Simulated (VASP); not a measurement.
A run of VASP 6.6.1 is set up as follows.

File POSCAR:

```
KCl
1.0
    0.0000000000      3.5072828324      3.5072828324
    3.5072828324      0.0000000000      3.5072828324
    3.5072828324      3.5072828324      0.0000000000
K Cl
1 1
Direct
    0.0000000000      0.0000000000      0.0000000000
    0.2500000000      0.2500000000      0.2500000000
```

File INCAR.step1:

```
SYSTEM = KCl
ALGO = Normal ; EDIFF = 1E-5
ENCUT = 520 ; GGA = PE
ISIF = 2 ; ISMEAR = 0
LASPH = .True. ; LCHARG = .False.
LREAL = .False. ; LWAVE = .True.
NBANDS = 15 ; NELM = 100
PREC = Accurate ; SIGMA = 0.01
```

INCAR.step2

```
SYSTEM = KCl
ALGO = Normal ; EDIFF = 1E-6
ENCUT = 520 ; GGA = PE
HFSCREEN = 0.2079 ; ISIF = 2
ISMEAR = 0 ; ISTART = 1
LASPH = .True. ; LCHARG = .False.
LHFCALC = .True. ; LREAL = .False.
LWAVE = .False. ; NBANDS = 15
NELM = 100 ; PREC = Accurate
PRECFOCK = Normal ; SIGMA = 0.01
```

The input KPOINTS:

```
k-points
0
Gamma
  4 4 4
  0 0 0
```

Potentials or basis: VASP PAW PBE potentials, release 64 (K_sv, Cl).

Run with:

```console
$ cat potpaw_PBE.64/K_sv/POTCAR potpaw_PBE.64/Cl/POTCAR > POTCAR
$ cp INCAR.step1 INCAR
$ mpirun -np 1 vasp_std > vasp.out
$ cp INCAR.step2 INCAR
$ mpirun -np 1 vasp_std > vasp.out
```

Predict the band gap on the k mesh.

6.02 eV (least direct gap 6.05 eV).

Predict the pressure.

0.2 GPa.

Caveat: the structure was generated, so it needn't be the stable form of KCl; the PAW data sets were made with another functional, which shifts forces and pressure a little. A k mesh can miss the band edges.
